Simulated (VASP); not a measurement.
A run of VASP 6.6.1 is set up as follows.

POSCAR

```
BeS
1.0
    0.0000000000      2.3172971969      2.3172971969
    2.3172971969      0.0000000000      2.3172971969
    2.3172971969      2.3172971969      0.0000000000
Be S
1 1
Direct
    0.0000000000      0.0000000000      0.0000000000
    0.5000000000      0.5000000000      0.5000000000
```

The input INCAR.step1:

```
PREC     = Accurate       # precision mode
ENCUT    = 520            # plane-wave cutoff, eV
EDIFF    = 1E-5           # SCF threshold, eV
ISMEAR   = 0              # smearing method
SIGMA    = 0.01           # smearing width, eV
LREAL    = F              # projectors in reciprocal space
LASPH    = T              # aspherical terms in the spheres
NELM     = 60             # most SCF steps
ALGO     = Normal         # electronic algorithm
ISIF     = 2              # what is computed and relaxed
LWAVE    = T              # write WAVECAR
LCHARG   = F              # write CHGCAR
NBANDS   = 11             # bands
GGA      = PE             # functional
```

Contents of INCAR.step2:

```
PREC     = Accurate       # precision mode
ENCUT    = 520            # plane-wave cutoff, eV
EDIFF    = 1E-6           # SCF threshold, eV
ISMEAR   = 0              # smearing method
SIGMA    = 0.01           # smearing width, eV
LREAL    = F              # projectors in reciprocal space
LASPH    = T              # aspherical terms in the spheres
NELM     = 60             # most SCF steps
ALGO     = Normal         # electronic algorithm
ISIF     = 2              # what is computed and relaxed
LWAVE    = F              # write WAVECAR
LCHARG   = F              # write CHGCAR
GGA      = PE             # functional
LHFCALC  = T              # exact exchange
AEXX     = 0.15           # exact-exchange fraction
HFSCREEN = 0.1            # screening, 1/A
PRECFOCK = Normal       
NBANDS   = 11             # bands
ISTART   = 1
```

File KPOINTS:

```
regular mesh
0
Gamma
  4 4 4
```

Potentials or basis: VASP PAW PBE potentials, release 64 (Be, S).

Command:

```bash
$ cat potpaw_PBE.64/Be/POTCAR potpaw_PBE.64/S/POTCAR > POTCAR
$ cp INCAR.step1 INCAR
$ mpirun -np 1 vasp_std > vasp.out
$ cp INCAR.step2 INCAR
$ mpirun -np 1 vasp_std > vasp.out
```

Question: Estimate the pressure.

Answer: -0.2 GPa.

Question: Predict the band gap on the k mesh.

Answer: 1.95 eV (least direct gap 5.00 eV).

Caveat: the k points lie up to 0.59 Å⁻¹ apart; the PAW data sets were made with another functional, which shifts forces and pressure a little. A k mesh can miss the band edges.
